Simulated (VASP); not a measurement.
# Si2W (I4/mmm) in VASP: further runs, part 2 of 2

VASP 6.6.1. The steps go on from the part before.

**3. Single point, LDA (12.67 Å³/atom)**

This run uses another cell than the first one, of 12.67 Å³/atom.

File INCAR:

```
PREC     = Accurate       # precision mode
ENCUT    = 520            # plane-wave cutoff, eV
EDIFF    = 1E-6           # SCF threshold, eV
ISMEAR   = -1             # smearing method
SIGMA    = 0.05           # smearing width, eV
LREAL    = False          # projectors in reciprocal space
LASPH    = True           # aspherical terms in the spheres
NELM     = 60             # most SCF steps
ALGO     = Normal         # electronic algorithm
ISIF     = 2              # what is computed and relaxed
LWAVE    = False          # write WAVECAR
LCHARG   = True           # write CHGCAR
LELF     = True           # ELF
LVHAR    = True         
NBANDS   = 18             # bands
```

File KPOINTS:

```
regular mesh
0
Gamma
  12 12 12
```

File POSCAR:

```
Si2W
1.0
   -1.5740969181      1.5740969181      3.8350306363
    1.5740969181     -1.5740969181      3.8350306363
    1.5740969181      1.5740969181     -3.8350306363
W Si
1 2
Direct
    0.0000000000      0.0000000000      0.0000000000
    0.6653000000      0.6653000000      0.0000000000
    0.3347000000      0.3347000000      0.0000000000
```

Potentials or basis: VASP PAW LDA potentials, release 64 (W_sv, Si).

On the command line:

```
> cat potpaw_LDA.64/W_sv/POTCAR potpaw_LDA.64/Si/POTCAR > POTCAR
> mpirun -np 1 vasp_std > vasp.out
```

OUTCAR:

```text
PREC = Accurate
   ENCUT = 520
   EDIFF = 1E-6
   ISMEAR = -1
   LREAL = False
   LASPH = True
   NELM = 60
   ISIF = 2

 ion  position               nearest neighbor table
   1  0.000  0.000  0.000-   2 2.56   2 2.56   3 2.56   2 2.56   3 2.56   3 2.56   2 2.56   3 2.56
                             2 2.57   3 2.57
   2  0.665  0.665  0.000-   3 2.54   1 2.56   1 2.56   1 2.56   1 2.56   1 2.57   3 2.58   3 2.58
                             3 2.58   3 2.58
   3  0.335  0.335  0.000-   2 2.54   1 2.56   1 2.56   1 2.56   1 2.56   1 2.57   2 2.58   2 2.58
                             2 2.58   2 2.58

  LATTYP: Found a body centered tetragonal cell.
[... 702 lines left out ...]
  --------------------------------------------------------------------------------------
  -------------------------------------------------------------------------------------
  Total        2.3402713      2.3402713      2.8488035      0.0000000     -0.0000000      0.0000000
  in kB       98.6472610     98.6472610    120.0829402      0.0000000     -0.0000000      0.0000000
  external PRESSURE =     105.7924874 kB  Pullay stress =       0.0000000 kB

 VOLUME and BASIS-vectors are now :
 -----------------------------------------------------------------------------
  energy-cutoff  :      520.00
  volume of cell :       38.01
      direct lattice vectors                 reciprocal lattice vectors
    -1.574096918  1.574096918  3.835030636     0.000000000  0.317642449  0.130377055
     1.574096918 -1.574096918  3.835030636     0.317642449  0.000000000  0.130377055
     1.574096918  1.574096918 -3.835030636     0.317642449  0.317642449  0.000000000

 POSITION                                       TOTAL-FORCE (eV/Angst)
 -----------------------------------------------------------------------------------
      0.00000      0.00000      0.00000         0.000000      0.000000     -0.000000
      0.00000      0.00000      5.10289         0.000000      0.000000      0.135368
      0.00000      0.00000      2.56717        -0.000000     -0.000000     -0.135368
 -----------------------------------------------------------------------------------
    total drift:                               -0.000000     -0.000000      0.000000

  FREE ENERGIE OF THE ION-ELECTRON SYSTEM (eV)
  ---------------------------------------------------
  free  energy   TOTEN  =       -27.3067584043 eV

  energy  without entropy=      -27.3049622055  energy(sigma->0) =      -27.30586030
```

It took 78 s on 1 thread of Intel Xeon 6975P-C (Granite Rapids), shared host; peak memory 0.25 GiB.

Results:

```
Free energy            : -27.3068 eV
Pressure               : 10.6 GPa
Largest force          : 0.135 eV/Å
Band gap on the k mesh : zero (bands 11 and 12 overlap by 1.40 eV)
```

Forces in eV/Å, atoms in the order of the input:
```
W    0.000  0.000  0.000
Si   0.000  0.000  0.135
Si   0.000  0.000 -0.135
```

Stress tensor (GPa, compression positive):
```
 9.86  0.00  0.00
 0.00  9.86  0.00
 0.00  0.00 12.01
```

Caveat: the cell stands under pressure; spin-orbit coupling is left out, which moves the levels of the heavy elements.

**4. Single point, LDA (12.94 Å³/atom)**

This run uses another cell than the first one, of 12.94 Å³/atom.

File INCAR:

```
PREC = Accurate
ENCUT = 520
EDIFF = 1E-6
ISMEAR = -1
SIGMA = 0.05
LREAL = False
LASPH = True
NELM = 60
ALGO = Normal
ISIF = 2
LWAVE = False
LCHARG = False
NBANDS = 18
```

KPOINTS is that of step 3.

File POSCAR:

```
Si2W
1.0
   -1.5851824729      1.5851824729      3.8620387842
    1.5851824729     -1.5851824729      3.8620387842
    1.5851824729      1.5851824729     -3.8620387842
W Si
1 2
Direct
    0.0000000000      0.0000000000      0.0000000000
    0.6653000000      0.6653000000      0.0000000000
    0.3347000000      0.3347000000      0.0000000000
```

On the command line:

```
> cat potpaw_LDA.64/W_sv/POTCAR potpaw_LDA.64/Si/POTCAR > POTCAR
> mpirun -np 1 vasp_std > vasp.out
```

Run time: 65 s. Hardware: 1 thread of Intel Xeon 6975P-C (Granite Rapids), shared host; peak memory 0.25 GiB.

It converged, with:

* Free energy: -27.3457 eV
* Pressure: 4.8 GPa
* Largest force: 0.073 eV/Å
* Band gap on the k mesh: zero (bands 11 and 12 overlap by 1.36 eV)

Forces in eV/Å, atoms in the order of the input:
```
W    0.000  0.000  0.000
Si   0.000  0.000  0.073
Si   0.000  0.000 -0.073
```

Stress tensor (GPa, compression positive):
```
4.34 0.00 0.00
0.00 4.34 0.00
0.00 0.00 5.67
```

Levels at points of the mesh, in eV from the Fermi level:
```tsv
k point	band 8	band 9	band 10	band 11	band 12	band 13	band 14	band 15
(0.00, 0.00, 0.00)	-3.57	-2.97	-2.97	0.60	2.85	2.98	3.20	3.20
(0.50, 0.00, 0.00)	-4.92	-2.94	-2.93	-0.51	2.80	2.85	4.04	4.70
(0.50, 0.50, 0.00)	-5.47	-5.16	-3.43	-1.69	2.97	3.06	3.27	4.04
(0.50, 0.50, 0.50)	-2.71	-0.82	-0.82	-0.56	-0.56	0.80	4.64	5.26
```

Caveat: the cell stands under pressure; spin-orbit coupling is left out, which moves the levels of the heavy elements.

**5. Single point, LDA (13.21 Å³/atom)**

This run uses another cell than the first one, of 13.21 Å³/atom.

File INCAR:

```
ALGO = Normal
EDIFF = 1E-6
ENCUT = 520
ISIF = 2
ISMEAR = -1
LASPH = True
LCHARG = True
LELF = True
LREAL = False
LVHAR = True
LWAVE = False
NBANDS = 18
NELM = 100
PREC = Accurate
SIGMA = 0.05
```

File KPOINTS:

```
k-points
0
Gamma
  12 12 12
```

File POSCAR:

```
Si2W
1.0
   -1.5961151113      1.5961151113      3.8886743761
    1.5961151113     -1.5961151113      3.8886743761
    1.5961151113      1.5961151113     -3.8886743761
W Si
1 2
Direct
    0.0000000000      0.0000000000      0.0000000000
    0.6653000000      0.6653000000      0.0000000000
    0.3347000000      0.3347000000      0.0000000000
```

On the command line:

```
> cat potpaw_LDA.64/W_sv/POTCAR potpaw_LDA.64/Si/POTCAR > POTCAR
> mpirun -np 1 vasp_std > vasp.out
```

It took 62 s on 1 thread of Intel Xeon 6975P-C (Granite Rapids), shared host; peak memory 0.24 GiB.

Results (log left out):

```
Free energy            : -27.3570 eV
Pressure               : -0.4 GPa
Largest force          : 0.015 eV/Å
Band gap on the k mesh : zero (bands 11 and 12 overlap by 1.33 eV)
```

Forces on the atoms (eV/Å):
```
W    0.000  0.000  0.000
Si   0.000  0.000  0.015
Si   0.000  0.000 -0.015
```

Stress tensor (GPa, compression positive):
```
-0.61  0.00  0.00
 0.00 -0.61  0.00
 0.00  0.00  0.01
```

Levels at points of the mesh, in eV from the Fermi level:
```
           k point  band 7  band 8  band 9  band 10  band 11  band 12  band 13  band 14  band 15  band 16
(0.00, 0.00, 0.00)   -3.68   -3.46   -2.90    -2.90     0.59     2.85     2.93     3.15     3.15     4.69
(0.50, 0.00, 0.00)   -5.81   -4.85   -2.87    -2.85    -0.48     2.71     2.82     3.99     4.53     5.18
(0.50, 0.50, 0.00)   -6.02   -5.47   -5.07    -3.34    -1.68     2.88     2.97     3.16     3.96     4.41
(0.50, 0.50, 0.50)   -3.98   -2.64   -0.82    -0.82    -0.54    -0.54     0.78     4.56     5.01     6.21
```

Caveat: spin-orbit coupling is left out, which moves the levels of the heavy elements.

**6. Single point, LDA (13.75 Å³/atom)**

This run uses another cell than the first one, of 13.75 Å³/atom.

File INCAR:

```
SYSTEM = Si2W
ALGO = Normal ; EDIFF = 1E-6
ENCUT = 520 ; ISIF = 2
ISMEAR = -1 ; LASPH = .TRUE.
LCHARG = .FALSE. ; LREAL = .FALSE.
LWAVE = .FALSE. ; NBANDS = 18
NELM = 100 ; PREC = Accurate
SIGMA = 0.05
```

File KPOINTS:

```
k-points
0
G
  12 12 12
  0 0 0
```

File POSCAR:

```
Si2W
1.0
   -1.6175420320      1.6175420320      3.9408775768
    1.6175420320     -1.6175420320      3.9408775768
    1.6175420320      1.6175420320     -3.9408775768
W Si
1 2
Direct
    0.0000000000      0.0000000000      0.0000000000
    0.6653000000      0.6653000000      0.0000000000
    0.3347000000      0.3347000000      0.0000000000
```

Potentials or basis: VASP PAW LDA potentials, release 64 (W_sv, Si).

On the command line:

```
> cat potpaw_LDA.64/W_sv/POTCAR potpaw_LDA.64/Si/POTCAR > POTCAR
> mpirun -np 1 vasp_std > vasp.out
```

Wall time 60 s (1 thread of Intel Xeon 6975P-C (Granite Rapids), shared host); peak memory 0.25 GiB.

Results (log left out):

```yaml
Free_energy: -27.3077 eV
Pressure: -9.2 GPa
Largest_force: 0.089 eV/Å
Band_gap_on_the_k_mesh: zero (bands 11 and 12 overlap by 1.26 eV)
```

Forces in eV/Å, atoms in the order of the input:
```
W    0.000  0.000  0.000
Si   0.000  0.000 -0.089
Si   0.000  0.000  0.089
```

Stress tensor (GPa, compression positive):
```
-9.03  0.00  0.00
 0.00 -9.03  0.00
 0.00  0.00 -9.58
```

Levels at points of the mesh, in eV from the Fermi level:
| k point | band 9 | band 10 | band 11 | band 12 | band 13 | band 14 |
| --- | --- | --- | --- | --- | --- | --- |
| (0.00, 0.00, 0.00) | -2.78 | -2.78 | 0.57 | 2.62 | 3.05 | 3.05 |
| (0.50, 0.00, 0.00) | -2.73 | -2.71 | -0.43 | 2.55 | 2.76 | 3.89 |
| (0.50, 0.50, 0.00) | -4.90 | -3.16 | -1.66 | 2.73 | 2.80 | 2.97 |
| (0.50, 0.50, 0.50) | -0.80 | -0.80 | -0.51 | -0.51 | 0.74 | 4.40 |

Caveat: the cell stands under tension; spin-orbit coupling is left out, which moves the levels of the heavy elements.

**7. The runs side by side**

| cell | gap on the mesh (eV) | pressure (GPa) | largest force (eV/Å) |
| --- | --- | --- | --- |
| a = 4.527 Å, angles 138.4, 138.4, 60.3°, 3 atoms | none | -5.0 | 0.04 |
| a = 4.434 Å, angles 138.4, 138.4, 60.3°, 3 atoms | none | 10.6 | 0.14 |
| a = 4.466 Å, angles 138.4, 138.4, 60.3°, 3 atoms | none | 4.8 | 0.07 |
| a = 4.496 Å, angles 138.4, 138.4, 60.3°, 3 atoms | none | -0.4 | 0.02 |
| a = 4.557 Å, angles 138.4, 138.4, 60.3°, 3 atoms | none | -9.2 | 0.09 |

Alike in all rows: task single point; level LDA; potentials or basis VASP PAW LDA potentials, release 64 (W_sv, Si); no spin polarisation; k mesh 12 × 12 × 12; cutoff (eV) 520; smearing fermi-dirac 0.05 eV.

Caveats: spin-orbit coupling is left out, which moves the levels of the heavy elements; the cell stands under tension (at least some runs); the cell stands under pressure (at least some runs).

Total energies depend on the potentials used, so only differences within one code and one set of settings carry meaning.
